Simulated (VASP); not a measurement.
Crystal: KYSe2.

```
K Se Y
1.0
     4.31975    0.00000    0.00000
     0.00000    4.31975    0.00000
     0.00000    0.00000    5.86828
K Se Y
1 2 1
Cartesian
  0.0000 0.0000 0.0000
  0.0000 0.0000 2.9341
  2.1599 2.1599 0.0000
  2.1599 2.1599 2.9341
```

Base run:

* Program: VASP 6.6.1
* Functional: PBE
* Potentials or basis: VASP PAW PBE potentials, release 64 (K_sv, Se, Y_sv)
* Cutoff: 520 eV
* k mesh: 6 × 6 × 4
* Occupations: gaussian, width 0.01 eV
* Spin: no spin polarisation

Its results: band gap on the k mesh 0.19 eV; pressure 0.7 GPa.

Q: The run is repeated on the same cell with these changes: functional from PBE to r2SCAN; further incar settings from ALGO = Normal; EDIFF = 1e-06; NBANDS = 24 to ALGO = Normal; EDIFF = 1e-07; NBANDS = 24. What comes out?

A: Band gap on the k mesh 0.50 eV; pressure 0.0 GPa.

Caveats: semilocal functionals underestimate gaps, and a narrow one can read as zero; the PAW data sets were made with another functional, which shifts forces and pressure a little (at least some runs).

A k mesh can miss the band edges.
